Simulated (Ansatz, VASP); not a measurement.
One calculation of BaZrO3, two programs

```
CELL_PARAMETERS angstrom
4.22716 0.00000 0.00000
0.00000 4.22716 0.00000
0.00000 0.00000 4.22716
ATOMIC_POSITIONS crystal
Ba 0.00000 0.00000 0.00000
Zr 0.50000 0.50000 0.50000
O 0.00000 0.50000 0.50000
O 0.50000 0.00000 0.50000
O 0.50000 0.50000 0.00000
```

Alike in both runs: task single point; functional PBE; k mesh 6 × 6 × 6; no spin polarisation.

|  | VASP | Ansatz |
| --- | --- | --- |
| version | VASP 6.6.1 | Ansatz 0.2.0 |
| potentials or method | VASP PAW PBE potentials, release 64 (Ba_sv, Zr_sv, O) | plane waves, PAW |
| plane-wave cutoff (eV) | 520 | 420 |
| occupations | gaussian, width 0.01 eV | fixed |
| valence electrons in the cell | 40 | 40 |

|  | VASP | Ansatz | Ansatz less VASP |
| --- | --- | --- | --- |
| gap on the k mesh at the Fermi level (eV) | 3.13 | 3.18 | +0.047 |
| pressure (GPa) | 0.9 | 0.0 | -0.94 |

Spin-orbit coupling is off throughout.
